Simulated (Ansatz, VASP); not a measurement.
W3C in VASP and in Ansatz

File INCAR:

```
SYSTEM = W3C
PREC = Accurate
ENCUT = 520
EDIFF = 1E-6
ISMEAR = 0
SIGMA = 0.1
LREAL = .False.
LASPH = .True.
NELM = 100
ALGO = Normal
ISIF = 2
LWAVE = .False.
LCHARG = .False.
LDIPOL = .True.
IDIPOL = 3
DIPOL = 0.5 0.5 0.349
GGA = PE
NBANDS = 31
```

Contents of KPOINTS:

```
regular mesh
0
Gamma
  9 9 1
  0 0 0
```

POSCAR

```
W3C
1.0
    2.8545944806      0.0000000000      0.0000000000
   -1.4272972403      2.4721513377      0.0000000000
    0.0000000000      0.0000000000     21.6971108210
W C
3 1
Direct
    0.6666666667      0.3333333333      0.1843563428
    0.3333333333      0.6666666667      0.2926027619
    0.0000000000      0.0000000000      0.4008418859
    0.5555555556     -0.5555555556      0.5174472728
```

Input for Ansatz:

```yaml
crystal:
  lattice:
    - [2.8545944806, 0.0, 0.0]
    - [-1.4272972403, 2.4721513377, 0.0]
    - [0.0, 0.0, 21.697110821]
  atoms:
    - { symbol: W, position: [0.6666666667, 0.3333333333, 0.1843563428] }
    - { symbol: W, position: [0.3333333333, 0.6666666667, 0.2926027619] }
    - { symbol: W, position: [0.0, 0.0, 0.4008418859] }
    - { symbol: C, position: [0.5555555556, -0.5555555556, 0.5174472728] }
basis:
  ecutwfc: 420
kpoints:
  mp_grid: { grid: [9, 9, 1] }
hamiltonian:
  xc: pbe
scf:
  occupations: { method: gaussian, width: 0.1 }
output:
  forces: true
  eigenvalues: true
  write_density: true
  write_potential: true
  elf: true
  volumetric_format: npy
efield:
  axis: 3
  dipole_correction: true
  ramp_width: 0.04
```

Alike in both runs: task single point; functional PBE; k mesh 9 × 9 × 1; occupations gaussian, width 0.1 eV; no spin polarisation.

|  | VASP | Ansatz |
| --- | --- | --- |
| version | VASP 6.6.1 | Ansatz 0.2.0 |
| potentials or method | VASP PAW PBE potentials, release 64 (W_sv, C), cutoff 520 eV | scalar-relativistic, plane waves, PAW |
| valence electrons in the cell | 46 | 46 |

```tsv
	VASP	Ansatz	Ansatz less VASP
gap on the k mesh at the Fermi level (eV)	none	none	-
rms of the force components (eV/Å)	1.018	1.015	-0.0040
```

Atom by atom the forces differ by 0.010 eV/Å (rms over components). A gap of «none» marks a metal or a gap that the smearing closes. With one functional, cell and mesh, what is left measures potentials, basis and numerics. Ansatz's warnings: xc potential rough in thin density.

Neither program's run includes spin-orbit coupling.
